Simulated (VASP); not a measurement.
# CoO: single point with LDA

The system is CoO.

```xyz
2
Lattice="-1.4406 1.4406 2.0370 1.4406 -1.4406 2.0370 1.4406 1.4406 -2.0370" Properties=species:S:1:pos:R:3 pbc="T T T"
Co    0.0000    0.0000    0.0000
O     0.0000    0.0000    2.0370
```

```yaml
Program: VASP 6.6.1
Task: single point
Functional: LDA
Potentials_or_basis: VASP PAW LDA potentials, release 64 (Co, O)
Cutoff: 520 eV
k_mesh: 20 × 20 × 20
Occupations: gaussian, width 0.1 eV
Spin: collinear spin, ferromagnetic start
Starting_moments: "[2.73, 0.35] μB"
```

| Property | Result |
| --- | --- |
| Pressure | -2.1 GPa |
| Net moment | 1.98 μB per cell |
| Site moments | Co +1.78; O +0.16 μB |
| Valence electrons inside the program's atomic spheres | Co 8.13; O 4.98 |

Levels at points of the mesh, in eV from the Fermi level:
Spin up:
| k point | band 6 | band 7 | band 8 | band 9 | band 10 | band 11 | band 12 | band 13 |
| --- | --- | --- | --- | --- | --- | --- | --- | --- |
| (0.00, 0.00, 0.00) | -2.82 | -2.82 | -2.69 | -2.69 | 1.81 | 17.07 | 19.17 | 19.17 |
| (0.50, 0.00, 0.00) | -1.78 | -1.27 | 0.86 | 0.86 | 5.27 | 10.49 | 14.22 | 14.22 |
| (0.50, 0.50, 0.00) | -2.20 | -1.42 | -1.42 | -1.39 | 6.82 | 10.44 | 12.40 | 17.15 |
| (0.50, 0.50, 0.50) | -2.20 | -1.42 | -1.42 | -1.39 | 6.82 | 10.45 | 12.39 | 17.15 |
Spin down:
```tsv
k point	band 3	band 4	band 5	band 6	band 7	band 8	band 9	band 10
(0.00, 0.00, 0.00)	-3.62	-3.62	-1.48	-1.48	-1.47	-0.82	-0.82	2.17
(0.50, 0.00, 0.00)	-6.07	-6.07	-0.26	-0.26	0.10	2.41	2.41	5.52
(0.50, 0.50, 0.00)	-5.00	-5.00	-2.93	-0.25	0.12	0.12	0.54	7.35
(0.50, 0.50, 0.50)	-5.00	-5.00	-2.93	-0.25	0.12	0.12	0.54	7.35
```

Wall time 4.7 min on 1 thread of Intel(R) Xeon(R) Platinum 8488C (Sapphire Rapids), with other jobs on the host, peak memory 0.39 GiB.

Caveat: a cell with one magnetic atom can't hold antiferromagnetic order, which such compounds often take; semilocal functionals often make such compounds metallic where correlation or magnetic order opens a gap, which also shifts bond lengths. With open d or f shells a metallic result of LDA can be an artefact of self-interaction; +U or a hybrid may open a gap.
